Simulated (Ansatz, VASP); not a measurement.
# Se: VASP beside Ansatz

```
CELL_PARAMETERS angstrom
4.45183 0.00000 0.00000
-2.22592 3.85540 0.00000
0.00000 0.00000 5.05075
ATOMIC_POSITIONS crystal
Se 0.22540 0.00000 0.33333
Se 0.00000 0.22540 0.66667
Se 0.77460 0.77460 0.00000
```

Change from the starting cell: volume scaled by 1.06.

Alike in both runs: task single point; functional PBEsol; k mesh 6 × 6 × 5; occupations fermi-dirac, width 0.03 eV; no spin polarisation.

|  | VASP | Ansatz |
| --- | --- | --- |
| version | VASP 6.6.1 | Ansatz 0.2.0 |
| potentials or method | VASP PAW PBE potentials, release 64 (Se), cutoff 520 eV | all-electron LAPW, scalar-relativistic |

Ansatz gave:

```
gap on the k mesh at the Fermi level (eV)                     : 1.26
pressure (GPa)                                                : -2.7
traceless stress, the component that is largest in VASP (GPa) : -0.23
rms of the force components (eV/Å)                            : 0.162
```

Q: Estimate VASP's values.

A: gap on the k mesh at the Fermi level (eV): 1.26; pressure (GPa): -2.6; traceless stress, the component that is largest in VASP (GPa): -0.17; rms of the force components (eV/Å): 0.140.

VASP's potentials were made for PBE, not for PBEsol. Atom by atom the forces differ by 0.022 eV/Å (rms over components). Ansatz ran all-electron here, and VASP with PAW potentials.
